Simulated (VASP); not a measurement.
Set up this calculation in VASP 6.6.1, as the native input.

| Quantity | Value |
| --- | --- |
| Task | single point |
| Functional | LDA |
| Potentials or basis | VASP PAW LDA potentials, release 64 (Si) |
| Cutoff | 520 eV |
| k mesh | 26 × 26 × 26 |
| Occupations | gaussian, width 0.15 eV |
| Spin | no spin polarisation |
| Dipole correction | no |
| Further INCAR settings | ALGO = Fast; EDIFF = 1e-06; NBANDS = 11 |

The structure of Si lies in POSCAR:

```
Si
1.0
   -2.3824154513      2.3824154513      1.3052992358
    2.3824154513     -2.3824154513      1.3052992358
    2.3824154513      2.3824154513     -1.3052992358
Si
2
Direct
    0.1350838215      0.6350838215      0.5000000000
    0.6149161785      0.6149161785      0.0000000000
```

This cell differs from its parent crystal: atoms displaced along a vibrational mode.

The input as run:

INCAR

```
SYSTEM = Si
PREC     = Accurate       ! precision mode
ENCUT    = 520            ! plane-wave cutoff, eV
EDIFF    = 1E-6           ! SCF threshold, eV
ISMEAR   = 0              ! smearing method
SIGMA    = 0.15           ! smearing width, eV
LREAL    = .False.        ! projectors in reciprocal space
LASPH    = .True.         ! aspherical terms in the spheres
NELM     = 60             ! most SCF steps
ALGO     = Fast           ! electronic algorithm
ISIF     = 2              ! what is computed and relaxed
LWAVE    = .False.        ! write WAVECAR
LCHARG   = .False.        ! write CHGCAR
GGA      = CA             ! functional
NBANDS   = 11             ! bands
```

KPOINTS

```
Automatic mesh
0
Gamma
  26 26 26
  0 0 0
```

Potentials or basis: VASP PAW LDA potentials, release 64 (Si).

Run with:

```sh
$ cat potpaw_LDA.64/Si/POTCAR > POTCAR
$ mpirun -np 1 vasp_std > vasp.out
```

Results of the run:

```json
{
 "Pressure": "-0.4 GPa",
 "Largest force": "0.048 eV/Å",
 "Band gap on the k mesh": "zero (bands 4 and 5 overlap by 7.10 eV)"
}
```

Caveat: the cell differs from its parent crystal (atoms displaced along a vibrational mode); the stress differs along the axes, from -6 to 8 GPa.

Run time: 14 min on 1 thread of Oxide Virtual Turin-like Processor (shared host), peak memory 0.63 GiB.
